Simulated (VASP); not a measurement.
Here is a VASP 6.6.1 calculation.

File INCAR:

```
SYSTEM = H16SO10
PREC = Accurate ; ENCUT = 520
EDIFF = 1E-7 ; ISMEAR = -1
SIGMA = 0.02 ; LREAL = Auto
LASPH = .True. ; NELM = 80
ALGO = Normal ; ISIF = 2
LWAVE = .False. ; LCHARG = .False.
GGA = PE ; IVDW = 12
NBANDS = 60
```

The input KPOINTS:

```
regular mesh
0
Gamma
  1 1 1
  0 0 0
```

Contents of POSCAR:

```
H16SO10
1.0
    6.7968840000      0.0000000000      0.0000000000
    0.0000000000      6.7968840000      0.0000000000
    0.0000000000      0.0000000000      6.7968840000
O H S
10 16 1
Direct
    0.0510086681      0.2273541817      0.7965120488
    0.1071520420      0.9477284002      0.1400347571
    0.8547593280      0.6248010118      0.9866727165
    0.3380372535      0.8009111234      0.7678518568
    0.6231384852      0.5240636739      0.6341288155
    0.3530588428      0.6388074300      0.2718157320
    0.2993136267      0.3003729356      0.3888546575
   -0.0854214961      0.8937036442      0.5649353439
    0.7708090943      0.2261036087      1.1460545744
    0.5252112586      0.0738132356      0.9757853746
   -0.0641764667      0.2482019702      0.8740328656
    0.0356928263      0.2827619244      0.6672175073
    0.1612503612      1.0742863936      0.1877625100
   -0.0250114611      0.9825237565      0.1746682745
    0.7699704747      0.5406595140      0.8943509997
    0.9533633353      0.5495753642      1.0547480287
    0.4568416939      0.8897753735      0.7994987115
    0.2287813063      0.8553625455      0.8736356248
    0.7183880143      0.5846208351      0.5443965205
    0.5594328225      0.6348497341      0.7178583598
    0.2309587746      0.7376762646      0.2546902375
    0.4232969108      0.6376157074      0.1422416507
    0.3110101629      0.4551350295      0.3134377459
    0.3724353689      0.3236041692      0.5182080495
    0.0254528399      0.9738138829      0.4854136101
   -0.0596449785      0.9551435628      0.6992763154
    0.5816930229      0.1223648954      1.1695064974
```

Potentials or basis: VASP PAW PBE potentials, release 64 (O, H, S).

Run with:

```sh
$ cat potpaw_PBE.64/O/POTCAR potpaw_PBE.64/H/POTCAR potpaw_PBE.64/S/POTCAR > POTCAR
$ mpirun -np 1 vasp_gam > vasp.out
```

(1) Estimate the band gap on the k mesh.

(2) Estimate the dispersion energy per atom.

Results:

(1) 2.21 eV.

(2) -0.038 eV.

Caveat: the k points lie up to 0.92 Å⁻¹ apart.
